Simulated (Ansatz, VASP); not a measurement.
# One calculation of Sn, two programs

File INCAR:

```
AGGAC = 1.0
AGGAX = 1.0
ALDAC = 0.0
ALDAX = 1.0
ALGO = Normal
EDIFF = 1E-7
EDIFFG = -0.01
ENCUT = 600
GGA = B5
IBRION = 2
ISIF = 3
ISMEAR = -1
LASPH = True
LCHARG = False
LREAL = False
LWAVE = False
NELM = 100
NSW = 80
PREC = Accurate
SIGMA = 0.1
```

Contents of KPOINTS:

```
k-points
0
Gamma
  4 4 4
```

The input POSCAR:

```
Sn
1.0
    6.0756993416      0.0000000000      0.0000000000
    0.0000000000      6.0756993416      0.0000000000
    0.0000000000      0.0000000000      6.0756993416
Sn
8
Direct
    0.0000000000      0.0000000000      0.0000000000
    0.5000000000      0.5000000000      0.5000000000
    0.2500000000      0.0000000000      0.5000000000
    0.7500000000      0.0000000000      0.5000000000
    0.5000000000      0.2500000000      0.0000000000
    0.5000000000      0.7500000000      0.0000000000
    0.0000000000      0.5000000000      0.2500000000
    0.0000000000      0.5000000000      0.7500000000
```

Input for Ansatz:

```yaml
crystal:
  lattice:
    - [6.0756993416, 0.0, 0.0]
    - [0.0, 6.0756993416, 0.0]
    - [0.0, 0.0, 6.0756993416]
  atoms:
    - { symbol: Sn, position: [0.0, 0.0, 0.0] }
    - { symbol: Sn, position: [0.5, 0.5, 0.5] }
    - { symbol: Sn, position: [0.25, 0.0, 0.5] }
    - { symbol: Sn, position: [0.75, 0.0, 0.5] }
    - { symbol: Sn, position: [0.5, 0.25, 0.0] }
    - { symbol: Sn, position: [0.5, 0.75, 0.0] }
    - { symbol: Sn, position: [0.0, 0.5, 0.25] }
    - { symbol: Sn, position: [0.0, 0.5, 0.75] }
hamiltonian:
  xc: blyp
  pseudopotentials:
    kind: paw
    azcp:
      Sn: "pseudopotentials/Sn.paw.azcp"
basis:
  ecutwfc: 420
  fft_grid_basis: typed
kpoints:
  mp_grid: { grid: [4, 4, 4], shift: [0, 0, 0] }
magnetization:
  spin_polarized: false
scf:
  occupations: { method: fermi_dirac, width: 0.1 }
relax:
  max_steps: 60
  f_tol: 0.01
  cell: {}
output:
  write_density: true
  write_potential: true
  elf: true
  volumetric_format: npy
```

Alike in both runs: task relaxation of cell and atoms; functional BLYP; k mesh 4 × 4 × 4; occupations fermi-dirac, width 0.1 eV; no spin polarisation.

```csv
,VASP,Ansatz
version,VASP 6.6.1,Ansatz 0.2.0
potentials or method,"VASP PAW PBE potentials, release 64 (Sn_d), cutoff 600 eV","plane waves (420 eV) with PAW, scalar-relativistic"
valence electrons in the cell,112,112
```

VASP gave:

| Item | Value |
| --- | --- |
| relaxed volume (Å³/atom) | 31.89 |
| relaxed length of the cell vector where the two differ most in proportion (Å) | 6.342 |

Problem. What did Ansatz give for the same quantities?

Solution. Relaxed volume (Å³/atom): 31.92; relaxed length of the cell vector where the two differ most in proportion (Å): 6.344.

VASP's potentials were made for PBE, not for BLYP.
